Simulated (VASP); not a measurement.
# Sc (P6_3/mmc) in VASP: a series of runs

The runs below take Sc through single point, relaxation of cell and atoms, with PBEsol.

All numbers are computed with VASP 6.6.1; they aren't measurements. Logs are shortened: lines on timing, memory, paths and dates and some standing lists are left out, and cuts for length are marked.

### Step 1. The cell of the first run

It takes space group P6_3/mmc (No. 194, hexagonal). The conventional cell has a = 3.277 Å, b = 3.277 Å, c = 5.083 Å, α = 90.00°, β = 90.00°, γ = 120.00°. Sc (site symmetry -6m2) has 12 Sc at 3.17 to 3.28 Å within 4.2 Å.

### Step 2. Single point, PBEsol

INCAR reads:

```
  PREC = Accurate
  ENCUT = 520
  EDIFF = 1E-6
  ISMEAR = 0
  SIGMA = 0.1
  LREAL = False
  LASPH = True
  NELM = 60
  ALGO = Normal
  ISIF = 2
  LWAVE = False
  LCHARG = False
  GGA = PS
  NBANDS = 18
```

KPOINTS reads:

```
regular mesh
0
Gamma
  15 15 8
```

POSCAR reads:

```
Sc
1.0
    3.2768472549      0.0000000000      0.0000000000
   -1.6384236275      2.8378329670      0.0000000000
    0.0000000000      0.0000000000      5.0828989727
Sc
2
Direct
    0.3333333333      0.6666666667      0.2500000000
    0.6666666667      0.3333333333      0.7500000000
```

Potentials or basis: VASP PAW PBE potentials, release 64 (Sc_sv).

On the command line:

```
$ cat potpaw_PBE.64/Sc_sv/POTCAR > POTCAR
$ mpirun -np 1 vasp_std > vasp.out
```

OUTCAR:

```text
PREC = Accurate
   ENCUT = 520
   EDIFF = 1E-6
   ISMEAR = 0
   LREAL = False
   LASPH = True
   NELM = 60
   ISIF = 2
   GGA = PS

 ion  position               nearest neighbor table
   1  0.333  0.667  0.250-   2 3.17   2 3.17   2 3.17   2 3.17   2 3.17   2 3.17
   2  0.667  0.333  0.750-   1 3.17   1 3.17   1 3.17   1 3.17   1 3.17   1 3.17

  LATTYP: Found a hexagonal cell.
 ALAT       =     3.2768472549
 C/A-ratio  =     1.5511552957

  Lattice vectors:

 A1 = (   3.2768472549,   0.0000000000,   0.0000000000)
 A2 = (  -1.6384236275,   2.8378329670,   0.0000000000)
 A3 = (   0.0000000000,   0.0000000000,   5.0828989727)

Analysis of symmetry for initial positions (statically):
=====================================================================
 Subroutine PRICEL returns:
 Original cell was already a primitive cell.

 Routine SETGRP: Setting up the symmetry group for a
 hexagonal supercell.

 Subroutine GETGRP returns: Found 24 space group operations
 (whereof 12 operations were pure point group operations)
 out of a pool of 24 trial point group operations.

The static configuration has the point symmetry D_3d.
 The point group associated with its full space group is D_6h.

Analysis of symmetry for dynamics (positions and initial velocities):
=====================================================================
 Subroutine PRICEL returns:
 Original cell was already a primitive cell.

 Routine SETGRP: Setting up the symmetry group for a
 hexagonal supercell.

 Subroutine GETGRP returns: Found 24 space group operations
 (whereof 12 operations were pure point group operations)
 out of a pool of 24 trial point group operations.

The dynamic configuration has the point symmetry D_3d.
 The point group associated with its full space group is D_6h.

 Subroutine INISYM returns: Found 24 space group operations
 (whereof 12 operations are pure point group operations),
 and found     1 'primitive' translations

----------------------------------------------------------------------------------------

                                     Primitive cell

  volume of cell :      47.2666

[... 74 lines left out ...]
   dimension x,y,z NGXF=    48 NGYF=   48 NGZF=   80
   ions per type =               2
   NGX,Y,Z   is equivalent  to a cutoff of  12.18, 12.18, 13.08 a.u.
   NGXF,Y,Z  is equivalent  to a cutoff of  24.35, 24.35, 26.17 a.u.
 SYSTEM =  unknown system
   PREC   = accura    normal or accurate (medium, high low for compatibility)
   ISTART =      0    job   : 0-new  1-cont  2-samecut
   ICHARG =      2    charge: 1-file 2-atom 10-const
   ISPIN  =      1    spin polarized calculation?
   LNONCOLLINEAR =      F non collinear calculations
   LSORBIT =      F    spin-orbit coupling
   LASPH  =      T    aspherical Exc in radial PAW
   ENCUT  =  520.0 eV  38.22 Ry    6.18 a.u.   6.09  6.09  9.45*2*pi/ulx,y,z
   NELM   =     60;   NELMIN=  2; NELMDL= -5     # of ELM steps
   EDIFF  = 0.1E-05   stopping-criterion for ELM
   LREAL  =      F    real-space projection
   EDIFFG = 0.1E-04   stopping-criterion for IOM
   NSW    =      0    number of steps for IOM
   IBRION =     -1    ionic relax: 0-MD 1-quasi-New 2-CG
   NFREE  =      0    steps in history (QN), initial steepest desc. (CG)
   ISIF   =      2    stress and relaxation
   ISYM   =      2    0-nonsym 1-usesym 2-fastsym
   POTIM  = 0.5000    time-step for ionic-motion
   TEBEG  =    0.0;   TEEND  =   0.0 temperature during run
   PSTRESS=    0.0 pullay stress
   NELECT =      22.0000    total number of electrons
   NUPDOWN=      -1.0000    fix difference up-down
   EMIN   =  10.00;   EMAX   =-10.00  energy-range for DOS
   EFERMI =   0.00;   METHOD = LEGACY
   ISMEAR =     0;   SIGMA  =   0.10  broadening in eV -4-tet -1-fermi 0-gaus
   EFERMI_NEDOS =   21; number of points for ismear=-14 and -15
   IALGO  =     38    algorithm
   IMIX   =      4    mixing-type and parameters
     AMIX     =   0.40;   BMIX     =  1.00
     AMIX_MAG =   1.60;   BMIX_MAG =  1.00
  volume/ion in A,a.u.               =      23.63       159.49
  Fermi-wavevector in a.u.,A,eV,Ry     =   1.268715  2.397525 21.900466  1.609639
  Thomas-Fermi vector in A             =   2.401795
   LORBIT       =      0    0 simple, 1 ext, 2 COOP (PROOUT), +10 PAW based schemes
   GGA     = PS    functional components
   LHFCALC =     F    Hartree Fock is set to
   AEXX    =    0.0000 exact exchange contribution
   IVDW    =     0    specifies the selected vdW correction
   LEPSILON=     F    determine dielectric tensor
   LRPA    =     F    only Hartree local field effects (RPA)
 non-spin polarized calculation
 Gauss-broadening in eV      SIGMA  =   0.10
  energy-cutoff  :      520.00
  volume of cell :       47.27
 maximum number of plane-waves:      1296
   NGX = 13   NGY = 13   NGZ = 19

 number of electron      22.0000008 magnetization

 Free energy of the ion-electron system (eV)
  ---------------------------------------------------
  ext. energy  EPLUGINS =         0.00000000
  ---------------------------------------------------
  free energy    TOTEN  =       -13.22100809 eV

  energy without entropy =      -13.20185373  energy(sigma->0) =      -13.21143091

 E-fermi :   3.8191     XC(G=0): -10.1626

 val. band max:        3.8137724143   @ k =   0.4000   0.2000   0.3750
 cond. band min:       3.8290220278   @ k =   0.4000   0.2000   0.3750
 fundamental gap:      0.0152496135
 Fermi energy:         3.8191366160

 k-point     1 :       0.0000    0.0000    0.0000
  band No.  band energies     occupation
      1     -45.2758      2.00000
      2     -45.1875      2.00000
      3     -24.2390      2.00000
      4     -23.8379      2.00000
      5     -23.8379      2.00000
      6     -23.7590      2.00000
[... 481 lines left out ...]
      5     -23.9888      2.00000
      6     -23.9844      2.00000
[... 10 lines left out ...]
     17       7.7914      0.00000
     18       7.9274      0.00000

 [... further k-points ...]
[... 5 lines left out ...]
  --------------------------------------------------------------------------------------
  -------------------------------------------------------------------------------------
  Total        0.0020630      0.0020630     -0.0016257     -0.0000000      0.0000000      0.0000000
  in kB        0.0699286      0.0699286     -0.0551060     -0.0000000      0.0000000      0.0000000
  external PRESSURE =       0.0282504 kB  Pullay stress =       0.0000000 kB

 VOLUME and BASIS-vectors are now :
 -----------------------------------------------------------------------------
  energy-cutoff  :      520.00
  volume of cell :       47.27
      direct lattice vectors                 reciprocal lattice vectors
     3.276847255  0.000000000  0.000000000     0.305171380  0.176190779  0.000000000
    -1.638423627  2.837832967  0.000000000     0.000000000  0.352381557  0.000000000
     0.000000000  0.000000000  5.082898973     0.000000000  0.000000000  0.196738122

 POSITION                                       TOTAL-FORCE (eV/Angst)
 -----------------------------------------------------------------------------------
     -0.00000      1.89189      1.27072        -0.000000      0.000000      0.000000
      1.63842      0.94594      3.81217         0.000000     -0.000000      0.000000
 -----------------------------------------------------------------------------------
    total drift:                               -0.000000      0.000000     -0.000000

  FREE ENERGIE OF THE ION-ELECTRON SYSTEM (eV)
  ---------------------------------------------------
  free  energy   TOTEN  =       -13.2210080945 eV

  energy  without entropy=      -13.2018537259  energy(sigma->0) =      -13.21143091
```

It took 39 s on 1 thread of Intel Xeon Platinum 8488C (Sapphire Rapids), shared host; peak memory 0.22 GiB.

What came out:

| Quantity | Value |
| --- | --- |
| Free energy | -13.2210 eV |
| Pressure | 0.0 GPa |
| Band gap on the k mesh | zero (band 11 reaches 4.84 eV, above the bottom of band 12 at 3.26 eV) |

Caveat: the PAW data sets were made with another functional, which shifts forces and pressure a little.

[end of part 1 of 2]
